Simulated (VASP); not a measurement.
Set up this calculation in VASP 6.6.1, as the native input.

```
Task                   : single point
Functional             : r2SCAN
Potentials or basis    : VASP PAW PBE potentials, release 64 (C)
Cutoff                 : 520 eV
k mesh                 : 12 × 12 × 12
Occupations            : gaussian, width 0.05 eV
Spin                   : no spin polarisation
Dipole correction      : no
Further INCAR settings : ALGO = Normal; EDIFF = 1e-06; NBANDS = 11
```

The system is C.

```
C
1.0
     0.00000    1.87257    1.78340
     1.87257    0.00000    1.78340
     1.87257    1.87257    0.00000
C
2
Direct
  0.50000 0.50000 0.50000
  0.75000 0.75000 0.75000
```

This cell differs from its parent crystal: strain +0.0500 x Voigt [1, 1, 0, 0, 0, 0].

These files were run (other wordings do the same):

POSCAR

```
C
1.0
    0.0000000000      1.8725700000      1.7834000000
    1.8725700000      0.0000000000      1.7834000000
    1.8725700000      1.8725700000      0.0000000000
C
2
Direct
    0.5000000000      0.5000000000      0.5000000000
    0.7500000000      0.7500000000      0.7500000000
```

INCAR.step1

```
SYSTEM = C
PREC = Accurate ; ENCUT = 520
ISMEAR = 0 ; SIGMA = 0.05
LREAL = .False. ; LASPH = .True.
NELM = 80 ; NBANDS = 11
GGA = PE ; ALGO = Normal
EDIFF = 1E-4 ; LWAVE = .True.
LCHARG = .False.
```

INCAR.step2

```
SYSTEM = C
PREC = Accurate ; ENCUT = 520
EDIFF = 1E-6 ; ISMEAR = 0
SIGMA = 0.05 ; LREAL = .False.
LASPH = .True. ; NELM = 80
ALGO = Normal ; ISIF = 2
LWAVE = .False. ; LCHARG = .False.
METAGGA = R2SCAN ; LMIXTAU = .True.
NBANDS = 11 ; ISTART = 1
```

KPOINTS

```
regular mesh
0
Gamma
  12 12 12
  0 0 0
```

Potentials or basis: VASP PAW PBE potentials, release 64 (C).

Run with:

```sh
$ cat potpaw_PBE.64/C/POTCAR > POTCAR
$ cp INCAR.step1 INCAR
$ mpirun -np 1 vasp_std > vasp.out
$ cp INCAR.step2 INCAR
$ mpirun -np 1 vasp_std > vasp.out
```

Results of the run:

```
Pressure               : -37.5 GPa
Band gap on the k mesh : 2.93 eV, indirect (least direct gap 4.72 eV)
```

Caveat: the cell differs from its parent crystal (strain +0.0500 x Voigt [1, 1, 0, 0, 0, 0]); the PAW data sets were made with another functional, which shifts forces and pressure a little.

Run time: 100 s on 1 thread of AMD EPYC 7R13, with other jobs on the host, peak memory 0.1 GiB.
